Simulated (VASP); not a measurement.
Wanted: the native input for a VASP 6.6.1 run.

| Quantity | Value |
| --- | --- |
| Task | single point |
| Functional | PBE |
| Potentials or basis | VASP PAW PBE potentials, release 64 (Ag, Cl) |
| Cutoff | 520 eV |
| k mesh | 6 × 6 × 4 |
| Occupations | fermi-dirac, width 0.02 eV |
| Spin | no spin polarisation |
| Dipole correction | no |
| Further INCAR settings | ALGO = Normal; EDIFF = 1e-06; NBANDS = 26 |

The structure of AgCl lies in POSCAR:

```
AgCl
1.0
    4.5703622045      0.0000000000      0.0000000000
   -2.2851811022      3.9580497736      0.0000000000
    0.0000000000      0.0000000000      5.7865891118
Ag Cl
2 2
Direct
    0.3333333333      0.6666666667     -0.0622203809
    0.6666666667      0.3333333333      0.4377796191
    0.3333333333      0.6666666667      0.4372203809
    0.6666666667      0.3333333333      0.9372203809
```

This cell differs from its parent crystal: strain +1.1%.

The input as run:

INCAR

```
  ALGO = Normal
  EDIFF = 1E-6
  ENCUT = 520
  GGA = PE
  ISIF = 2
  ISMEAR = -1
  LASPH = T
  LCHARG = F
  LREAL = F
  LWAVE = F
  NBANDS = 26
  NELM = 100
  PREC = Accurate
  SIGMA = 0.02
```

KPOINTS

```
k-points
0
Gamma
  6 6 4
```

Potentials or basis: VASP PAW PBE potentials, release 64 (Ag, Cl).

Command:

```bash
$ cat potpaw_PBE.64/Ag/POTCAR potpaw_PBE.64/Cl/POTCAR > POTCAR
$ mpirun -np 1 vasp_std > vasp.out
```

It gave:

```json
{
  "Pressure": "-0.1 GPa",
  "Band gap on the k mesh": "1.38 eV, indirect (least direct gap 1.41 eV)"
}
```

Caveat: the cell differs from its parent crystal (strain +1.1%).

Wall time 50 s on 1 thread of Intel Xeon 6975P-C, on a shared host, peak memory 0.25 GiB.
